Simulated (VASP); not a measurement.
Runs of VASP 6.6.1 on SiMo3. The structure is that of space group Pm-3n (No. 223), or close to it. The cells are those of the table. 

```csv
cell,further INCAR settings,gap on the mesh (eV),pressure (GPa)
"a = 4.755 Å, 8 atoms",ALGO = Fast; EDIFF = 1e-07; NBANDS = 56,none,(a)
"a = 4.955 Å, 8 atoms",ALGO = Fast; EDIFF = 1e-06; NBANDS = 56,none,(b)
"a = 4.702 Å, 8 atoms",ALGO = Fast; EDIFF = 1e-06; NBANDS = 56,none,42.6
"a = 4.857 Å, 8 atoms",ALGO = Fast; EDIFF = 1e-06; NBANDS = 56,none,8.6
"a = 4.806 Å, 8 atoms",ALGO = Fast; EDIFF = 1e-06; NBANDS = 56,none,18.2
```

Alike in all rows: task single point; level PBE; potentials or basis VASP PAW PBE potentials, release 64 (Si, Mo_sv); no spin polarisation; k mesh 8 × 8 × 8; cutoff (eV) 520; smearing gaussian 0.1 eV.

Question: Estimate the missing entries.

Answer: (a) 29.5; (b) -6.5.

A k mesh can miss the band edges, and the runs leave out spin-orbit coupling on Mo.

A gap of «none» marks levels without a gap at the run's occupations.
